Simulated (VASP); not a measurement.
# TlPd3: electric field gradients with LDA

TlPd3:

```xyz
4
Lattice="-2.0384 2.0384 3.7655 2.0384 -2.0384 3.7655 2.0384 2.0384 -3.7655" Properties=species:S:1:pos:R:3 pbc="T T T"
Tl    0.0000    0.0000    0.0000
Pd    0.0000    2.0384    1.8827
Pd    2.0384    0.0000    1.8827
Pd    0.0000    0.0000    3.7655
```

```json
{
  "Program": "VASP 6.6.1",
  "Task": "electric field gradients",
  "Functional": "LDA",
  "Potentials or basis": "VASP PAW LDA potentials, release 64 (Tl_d, Pd)",
  "Cutoff": "520 eV",
  "k mesh": "14 × 14 × 14",
  "Occupations": "fermi-dirac, width 0.15 eV",
  "Spin": "no spin polarisation",
  "Dipole correction": "no",
  "Further INCAR settings": "ALGO = Fast; EDIFF = 1e-08; NBANDS = 30"
}
```

- Pressure: 0.6 GPa
- Band gap on the k mesh: zero (an odd number of electrons rules out a gap without spin polarisation)
- Largest electric field gradient by atom: Tl -37.7; Pd +19.4, -27.9 (each value once) V/Å²

Levels at points of the mesh, in eV from the Fermi level:
```csv
k point,band 19,band 20,band 21,band 22,band 23,band 24
"(0.00, 0.00, 0.00)",-0.85,-0.85,-0.28,2.15,3.79,5.82
"(0.50, 0.00, 0.00)",-1.62,-1.57,-0.61,-0.25,2.77,3.81
"(0.50, 0.50, 0.00)",-0.98,-0.68,-0.65,-0.62,-0.52,0.95
"(0.50, 0.50, 0.50)",-0.54,-0.38,-0.38,-0.28,0.65,0.65
```

Electric field gradients, principal values (V/Å²):
```
atom   least  middle  greatest (by size)
1 Tl  18.863  18.865             -37.728
2 Pd  -9.721  -9.722              19.444
3 Pd  -9.721  -9.722              19.444
4 Pd  13.934  13.935             -27.870
```

Wall time 5.5 min on 1 thread of Intel(R) Xeon(R) 6975P-C (Granite Rapids), with other jobs on the host, peak memory 0.48 GiB.

Caveat: without QUAD_EFG the Cq values of the log hold for a quadrupole moment of 1 mb, not for the nuclei; spin-orbit coupling is left out, which moves the levels of the heavy elements.
